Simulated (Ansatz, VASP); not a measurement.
## Two plane-wave programs on Sc

```
Sc
1.0
     5.08759    0.00000    0.00000
    -2.54380    4.40598    0.00000
     0.00000    0.00000    4.84656
Sc
4
Cartesian
  0.0000 0.0000 1.2116
  0.0000 0.0000 3.6349
  0.0000 2.9373 3.6349
  2.5438 1.4687 1.2116
```

Alike in both runs: functional r2SCAN; k mesh 12 × 12 × 10; occupations gaussian, width 0.1 eV; no spin polarisation.

Ansatz relaxed the structure, and its values are those at the end. VASP's run is a single point on that final structure, the one shown.

|  | VASP | Ansatz |
| --- | --- | --- |
| version | VASP 6.6.1 | Ansatz 0.2.0 |
| potentials or method | VASP PAW PBE potentials, release 64 (Sc_sv), cutoff 520 eV | scalar-relativistic, plane waves, PAW |
| valence electrons in the cell | 44 | 44 |

```tsv
	VASP	Ansatz	Ansatz less VASP
gap on the k mesh at the Fermi level (eV)	none	none	-
pressure (GPa)	0.2	0.0	-0.22
```

VASP's potentials were made for PBE, not for r2SCAN. A gap of «none» marks a metal or a gap that the smearing closes. The functional is the same, so the differences come from potentials, cutoffs and numerics.
